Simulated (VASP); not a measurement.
A run of VASP 6.6.1 is set up as follows.

INCAR

```
SYSTEM = Os
PREC = Accurate ; ENCUT = 520
EDIFF = 1E-8 ; ISMEAR = -1
SIGMA = 0.05 ; LREAL = .FALSE.
LASPH = .TRUE. ; NELM = 60
ALGO = Normal ; ISIF = 2
LWAVE = .FALSE. ; LCHARG = .FALSE.
GGA = PE ; LEFG = .TRUE.
NBANDS = 10
```

Contents of KPOINTS:

```
Automatic mesh
0
G
  14 14 14
  0 0 0
```

File POSCAR:

```
Os
1.0
    0.0000000000      1.9450000000      1.9450000000
    1.9450000000      0.0000000000      1.9450000000
    1.9450000000      1.9450000000      0.0000000000
Os
1
Direct
    0.0000000000      0.0000000000      0.0000000000
```

Potentials or basis: VASP PAW PBE potentials, release 64 (Os).

The run is started by

```console
$ cat potpaw_PBE.64/Os/POTCAR > POTCAR
$ mpirun -np 1 vasp_std > vasp.out
```

Question: Predict the pressure.

Answer: -9.7 GPa.

Question: Estimate the band gap on the k mesh.

Answer: Zero (band 4 reaches 10.85 eV, above the bottom of band 5 at 7.36 eV).

Caveat: without QUAD_EFG the Cq values of the log hold for a quadrupole moment of 1 mb, not for the nuclei; spin-orbit coupling is left out, which moves the levels of the heavy elements.
